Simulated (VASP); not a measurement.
A run of VASP 6.6.1:

Contents of INCAR:

```
SYSTEM = ZrB2
ALGO = Normal ; EDIFF = 1E-6
ENCUT = 520 ; GGA = RP
ISIF = 2 ; ISMEAR = -1
IVDW = 12 ; LASPH = .True.
LCHARG = .False. ; LREAL = .False.
LWAVE = .False. ; NBANDS = 16
NELM = 60 ; PREC = Accurate
SIGMA = 0.05
```

The input KPOINTS:

```
k-points
0
Gamma
  10 10 8
  0 0 0
```

POSCAR

```
ZrB2
1.0
    3.0469051315      0.0000000000      0.0000000000
   -1.5234525657      2.6386972468      0.0000000000
    0.0000000000      0.0000000000      3.3768384903
Zr B
1 2
Direct
    0.0000000000      0.0000000000      0.0000000000
    0.6666666667      0.3333333333      0.5000000000
    0.3333333333      0.6666666667      0.5000000000
```

Potentials or basis: VASP PAW PBE potentials, release 64 (Zr_sv, B).

Command:

```bash
$ cat potpaw_PBE.64/Zr_sv/POTCAR potpaw_PBE.64/B/POTCAR > POTCAR
$ mpirun -np 1 vasp_std > vasp.out
```

Hardware: 1 thread of AMD EPYC 7R43 64-Core Processor (Zen 3), on a shared host.

Task: How long does it take, and how much memory?

Result: Run time: 25 s on 1 thread of AMD EPYC 7R43 64-Core Processor (Zen 3) (shared host), peak memory 0.14 GiB. Counts: scf iterations 13, k points 70.
